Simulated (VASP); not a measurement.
# Al (Fm-3m) in VASP: single point with PBE+D4

Aim: the single point of Al with PBE+D4.

Program: VASP 6.6.1. These are calculated values, not measurements. Logs are shortened: lines on timing, memory, paths and dates and some standing lists are left out, and cuts for length are marked.

## Step 1: The cell of the first run

The structure is cubic, space group Fm-3m (No. 225). Conventional cell: a = 3.985 Å, b = 3.985 Å, c = 3.985 Å, α = 90.00°, β = 90.00°, γ = 90.00°. Al (site symmetry m-3m) has 12 Al at 2.82 Å within 3.7 Å.

## Step 2: Single point, PBE+D4

INCAR

```
SYSTEM = Al
PREC = Accurate ; ENCUT = 500
EDIFF = 1E-6 ; ISMEAR = 0
SIGMA = 0.1 ; LREAL = .FALSE.
LASPH = .TRUE. ; NELM = 120
ALGO = Normal ; ISIF = 2
LWAVE = .FALSE. ; LCHARG = .FALSE.
GGA = PE ; IVDW = 13
NBANDS = 8 ; GGA_COMPAT = .FALSE.
```

KPOINTS

```
regular mesh
0
G
  18 18 18
  0 0 0
```

POSCAR

```
Al
1.0
    0.0000000000      1.9926309800      1.9926309800
    1.9926309800      0.0000000000      1.9926309800
    1.9926309800      1.9926309800      0.0000000000
Al
1
Direct
    0.0000000000      0.0000000000      0.0000000000
```

Potentials or basis: VASP PAW PBE potentials, release 64 (Al).

The run is started by

```bash
$ cat potpaw_PBE.64/Al/POTCAR > POTCAR
$ mpirun -np 1 vasp_std > vasp.out
```

OUTCAR:

```text
SYSTEM = Al
   PREC = Accurate
   ENCUT = 500
   EDIFF = 1E-6
   ISMEAR = 0
   LREAL = .FALSE.
   LASPH = .TRUE.
   NELM = 120
   ISIF = 2
   GGA = PE
   IVDW = 13

 ion  position               nearest neighbor table
   1  0.000  0.000  0.000-

  LATTYP: Found a face centered cubic cell.
 ALAT       =     3.9852619600

  Lattice vectors:

 A1 = (   0.0000000000,   1.9926309800,   1.9926309800)
 A2 = (   1.9926309800,   0.0000000000,   1.9926309800)
 A3 = (   1.9926309800,   1.9926309800,   0.0000000000)

Analysis of symmetry for initial positions (statically):
=====================================================================
 Subroutine PRICEL returns:
 Original cell was already a primitive cell.

 Routine SETGRP: Setting up the symmetry group for a
 face centered cubic supercell.

 Subroutine GETGRP returns: Found 48 space group operations
 (whereof 48 operations were pure point group operations)
 out of a pool of 48 trial point group operations.

The static configuration has the point symmetry O_h .

Analysis of symmetry for dynamics (positions and initial velocities):
=====================================================================
 Subroutine PRICEL returns:
 Original cell was already a primitive cell.

 Routine SETGRP: Setting up the symmetry group for a
 face centered cubic supercell.

 Subroutine GETGRP returns: Found 48 space group operations
 (whereof 48 operations were pure point group operations)
 out of a pool of 48 trial point group operations.

The dynamic configuration has the point symmetry O_h .

 Subroutine INISYM returns: Found 48 space group operations
 (whereof 48 operations are pure point group operations),
 and found     1 'primitive' translations

----------------------------------------------------------------------------------------

                                     Primitive cell

  volume of cell :      15.8238

  direct lattice vectors                    reciprocal lattice vectors
     0.000000000  1.992630980  1.992630980    -0.250924534  0.250924534  0.250924534
     1.992630980  0.000000000  1.992630980     0.250924534 -0.250924534  0.250924534
     1.992630980  1.992630980  0.000000000     0.250924534  0.250924534 -0.250924534

  length of vectors
     2.818005757  2.818005757  2.818005757     0.434614042  0.434614042  0.434614042

  position of ions in fractional coordinates (direct lattice)
     0.000000000  0.000000000  0.000000000

  ion indices of the primitive-cell ions
   primitive index   ion index
                 1           1

----------------------------------------------------------------------------------------

 KPOINTS: regular mesh

Automatic generation of k-mesh.
 Grid dimensions read from file:
 generate k-points for:   18   18   18

 Generating k-lattice:

  Cartesian coordinates                     Fractional coordinates (reciprocal lattice)
    -0.013940252  0.013940252  0.013940252     0.055555556  0.000000000  0.000000000
     0.013940252 -0.013940252  0.013940252     0.000000000  0.055555556  0.000000000
     0.013940252  0.013940252 -0.013940252     0.000000000  0.000000000  0.055555556

  Length of vectors
     0.024145225  0.024145225  0.024145225

  Shift w.r.t. Gamma in fractional coordinates (k-lattice)
     0.000000000  0.000000000  0.000000000

 Subroutine IBZKPT returns following result:
 ===========================================

 Found    195 irreducible k-points:

 Following reciprocal coordinates:
            Coordinates               Weight
  0.000000  0.000000  0.000000      1.000000
  0.055556  0.000000  0.000000      8.000000
  0.111111  0.000000  0.000000      8.000000
  0.166667  0.000000  0.000000      8.000000
  0.222222  0.000000  0.000000      8.000000
  0.277778  0.000000  0.000000      8.000000
[... 16 lines left out ...]
 -0.277778  0.055556  0.000000     24.000000
 -0.222222  0.055556  0.000000     24.000000
 [... further k-points ...]
   k-points           NKPTS =    195   k-points in BZ     NKDIM =    195   number of bands    NBANDS=      8
   number of dos      NEDOS =    301   number of ions     NIONS =      1
   total plane-waves  NPLWV =  13824
   dimension x,y,z NGX =    24 NGY =   24 NGZ =   24
   dimension x,y,z NGXF=    48 NGYF=   48 NGZF=   48
   ions per type =               1
   NGX,Y,Z   is equivalent  to a cutoff of  14.16, 14.16, 14.16 a.u.
   NGXF,Y,Z  is equivalent  to a cutoff of  28.32, 28.32, 28.32 a.u.
 SYSTEM =  Al
   PREC   = accura    normal or accurate (medium, high low for compatibility)
   ISTART =      0    job   : 0-new  1-cont  2-samecut
   ICHARG =      2    charge: 1-file 2-atom 10-const
   ISPIN  =      1    spin polarized calculation?
   LNONCOLLINEAR =      F non collinear calculations
   LSORBIT =      F    spin-orbit coupling
   LASPH  =      T    aspherical Exc in radial PAW
   ENCUT  =  500.0 eV  36.75 Ry    6.06 a.u.   5.14  5.14  5.14*2*pi/ulx,y,z
   NELM   =    120;   NELMIN=  2; NELMDL= -5     # of ELM steps
   EDIFF  = 0.1E-05   stopping-criterion for ELM
   LREAL  =      F    real-space projection
   EDIFFG = 0.1E-04   stopping-criterion for IOM
   NSW    =      0    number of steps for IOM
   IBRION =     -1    ionic relax: 0-MD 1-quasi-New 2-CG
   NFREE  =      0    steps in history (QN), initial steepest desc. (CG)
   ISIF   =      2    stress and relaxation
   ISYM   =      2    0-nonsym 1-usesym 2-fastsym
   POTIM  = 0.5000    time-step for ionic-motion
   TEBEG  =    0.0;   TEEND  =   0.0 temperature during run
   PSTRESS=    0.0 pullay stress
   NELECT =       3.0000    total number of electrons
   NUPDOWN=      -1.0000    fix difference up-down
   EMIN   =  10.00;   EMAX   =-10.00  energy-range for DOS
   EFERMI =   0.00;   METHOD = LEGACY
   ISMEAR =     0;   SIGMA  =   0.10  broadening in eV -4-tet -1-fermi 0-gaus
   EFERMI_NEDOS =   21; number of points for ismear=-14 and -15
   IALGO  =     38    algorithm
   IMIX   =      4    mixing-type and parameters
     AMIX     =   0.40;   BMIX     =  1.00
     AMIX_MAG =   1.60;   BMIX_MAG =  1.00
  volume/ion in A,a.u.               =      15.82       106.78
  Fermi-wavevector in a.u.,A,eV,Ry     =   0.940470  1.777231 12.034138  0.884484
  Thomas-Fermi vector in A             =   2.067885
   LORBIT       =      0    0 simple, 1 ext, 2 COOP (PROOUT), +10 PAW based schemes
   GGA     = PE    functional components
   LHFCALC =     F    Hartree Fock is set to
   AEXX    =    0.0000 exact exchange contribution
   IVDW    =    13    specifies the selected vdW correction
   LEPSILON=     F    determine dielectric tensor
   LRPA    =     F    only Hartree local field effects (RPA)
 non-spin polarized calculation
 Gauss-broadening in eV      SIGMA  =   0.10
  energy-cutoff  :      500.00
  volume of cell :       15.82
 maximum number of plane-waves:       419
 NGX is ok and might be reduce to    24
   NGX = 11   NGY = 11   NGZ = 11

 number of electron       3.0000000 magnetization

 Free energy of the ion-electron system (eV)
  ---------------------------------------------------
  ext. energy  EPLUGINS =         0.00000000
  ---------------------------------------------------
  free energy    TOTEN  =        -3.73752138 eV

  energy without entropy =       -3.73457193  energy(sigma->0) =       -3.73604665

 E-fermi :   8.4390     XC(G=0): -10.3489

 val. band max:        8.4189894950   @ k =   0.5000   0.4444   0.0556
 cond. band min:       8.4390480340   @ k =  -0.4444   0.3333   0.1111
 fundamental gap:      0.0200585391
 Fermi energy:         8.4390011026

 k-point     1 :       0.0000    0.0000    0.0000
  band No.  band energies     occupation
      1      -2.9830      2.00000
      2      21.2978      0.00000
      3      21.2978      0.00000
      4      21.2978      0.00000
      5      23.1123      0.00000
      6      23.1123      0.00000
      7      23.1123      0.00000
      8      25.2164      0.00000

 k-point     2 :       0.0556    0.0000    0.0000
  band No.  band energies     occupation
      1      -2.8968      2.00000
      2      19.8015      0.00000
      3      21.0217      0.00000
      4      21.0217      0.00000
      5      23.5251      0.00000
      6      23.5251      0.00000
      7      23.6182      0.00000
      8      26.1450      0.00000

 k-point     3 :       0.1111    0.0000    0.0000
  band No.  band energies     occupation
      1      -2.6383      2.00000
      2      17.5363      0.00000
      3      20.5347      0.00000
      4      20.5347      0.00000
      5      23.6374      0.00000
      6      24.3962      0.00000
      7      24.3962      0.00000
      8      26.7665      0.00000

 k-point     4 :       0.1667    0.0000    0.0000
  band No.  band energies     occupation
      1      -2.2086      2.00000
      2      15.2477      0.00000
      3      20.0966      0.00000
      4      20.0966      0.00000
      5      23.4513      0.00000
      6      25.0038      0.00000
      7      25.0038      0.00000
      8      26.1015      0.00000

 k-point     5 :       0.2222    0.0000    0.0000
  band No.  band energies     occupation
      1      -1.6092      2.00000
      2      13.0352      0.00000
      3      19.7710      0.00000
      4      19.7710      0.00000
      5      23.2643      0.00000
      6      24.1346      0.00000
      7      24.1346      0.00000
      8      27.1315      0.00000
[... 177 lines left out ...]
 k-point    22 :      -0.3333    0.0556    0.0000
  band No.  band energies     occupation
      1       0.5099      2.00000
      2       8.3919      1.49487
      3      17.8084      0.00000
      4      20.7492      0.00000
      5      20.8144      0.00000
      6      22.2816      0.00000
      7      23.8574      0.00000
      8      26.8029      0.00000

 k-point    23 :      -0.2778    0.0556    0.0000
  band No.  band energies     occupation
      1      -0.4749      2.00000
      2      10.3223      0.00000
      3      17.8272      0.00000
      4      20.7809      0.00000
      5      21.6824      0.00000
      6      23.1607      0.00000
      7      23.8180      0.00000
      8      27.6145      0.00000

 k-point    24 :      -0.2222    0.0556    0.0000
  band No.  band energies     occupation
      1      -1.2964      2.00000
      2      12.3786      0.00000
      3      17.9928      0.00000
      4      20.9135      0.00000
      5      22.7075      0.00000
      6      23.7894      0.00000
      7      24.2604      0.00000
      8      26.5004      0.00000

 [... further k-points ...]

------------------------ aborting loop because EDIFF is reached ----------------------------------------

  DFT-D4 for vdW energy calculation

  Edisp (eV):   -0.35791

  FORCE on cell =-STRESS in cart. coord.  units (eV):
  Direction    XX          YY          ZZ          XY          YZ          ZX
  --------------------------------------------------------------------------------------
  -------------------------------------------------------------------------------------
  Total      -0.00113    -0.00113    -0.00113    -0.00000     0.00000    -0.00000
  in kB      -0.11429    -0.11429    -0.11429    -0.00000     0.00000    -0.00000
  external pressure =       -0.11 kB  Pullay stress =        0.00 kB

 VOLUME and BASIS-vectors are now :
 -----------------------------------------------------------------------------
  energy-cutoff  :      500.00
  volume of cell :       15.82
      direct lattice vectors                 reciprocal lattice vectors
     0.000000000  1.992630980  1.992630980    -0.250924534  0.250924534  0.250924534
     1.992630980  0.000000000  1.992630980     0.250924534 -0.250924534  0.250924534
     1.992630980  1.992630980  0.000000000     0.250924534  0.250924534 -0.250924534

 POSITION                                       TOTAL-FORCE (eV/Angst)
 -----------------------------------------------------------------------------------
      0.00000      0.00000      0.00000         0.000000      0.000000      0.000000
 -----------------------------------------------------------------------------------
    total drift:                                0.000000     -0.000000     -0.000000

  FREE ENERGIE OF THE ION-ELECTRON SYSTEM (eV)
  ---------------------------------------------------
  free  energy   TOTEN  =        -4.0954300526 eV

  energy  without entropy=       -4.0924806026  energy(sigma->0) =       -4.09395533
```

It took 7.1 s on 1 thread of Intel Xeon 6975P-C (Granite Rapids), shared host; peak memory 0.14 GiB.

What came out:

```yaml
Free_energy: -4.0954 eV
Pressure: 0.0 GPa
Dispersion_energy_per_atom: -0.358 eV
```

Levels at points of the mesh, in eV from the Fermi level:
```csv
k point,band 1,band 2,band 3,band 4,band 5
"(0.00, 0.00, 0.00)",-11.42,12.86,12.86,12.86,14.67
"(0.50, 0.00, 0.00)",-4.76,-4.43,11.66,11.66,11.87
"(0.50, 0.50, 0.00)",-3.02,-1.61,5.27,5.80,5.80
```

Caveat: pairwise dispersion overbinds metals, which lowers pressure and volume.
